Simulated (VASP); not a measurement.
Write the native input for VASP 6.6.1 that does the following.

```
Task                   : single point
Functional             : LDA
Potentials or basis    : VASP PAW LDA potentials, release 64 (K_sv, F)
Cutoff                 : 520 eV
k mesh                 : 8 × 8 × 8
Occupations            : gaussian, width 0.05 eV
Spin                   : no spin polarisation
Dipole correction      : no
Further INCAR settings : ALGO = Normal; EDIFF = 1e-07; NBANDS = 15
```

The structure of KF lies in POSCAR:

```
KF
1.0
    0.0278806361      2.6094210145      2.6094210145
    2.6094210145      0.0278806361      2.6094210145
    2.6094210145      2.6094210145      0.0278806361
K F
1 1
Direct
    0.0000000000      0.0000000000      0.0000000000
    0.5000000000      0.5000000000      0.5000000000
```

These files were run (other wordings do the same):

INCAR

```
SYSTEM = KF
  PREC = Accurate
  ENCUT = 520
  EDIFF = 1E-7
  ISMEAR = 0
  SIGMA = 0.05
  LREAL = .FALSE.
  LASPH = .TRUE.
  NELM = 60
  ALGO = Normal
  ISIF = 2
  LWAVE = .FALSE.
  LCHARG = .FALSE.
  NBANDS = 15
```

KPOINTS

```
Automatic mesh
0
G
  8 8 8
  0 0 0
```

Potentials or basis: VASP PAW LDA potentials, release 64 (K_sv, F).

Launch:

```bash
$ cat potpaw_LDA.64/K_sv/POTCAR potpaw_LDA.64/F/POTCAR > POTCAR
$ mpirun -np 1 vasp_std > vasp.out
```

Results of the run:

```
Pressure               : -0.5 GPa
Band gap on the k mesh : 6.25 eV, direct
```

Wall time 76 s on 1 thread of AMD EPYC 7R13, with other jobs on the host, peak memory 0.13 GiB.
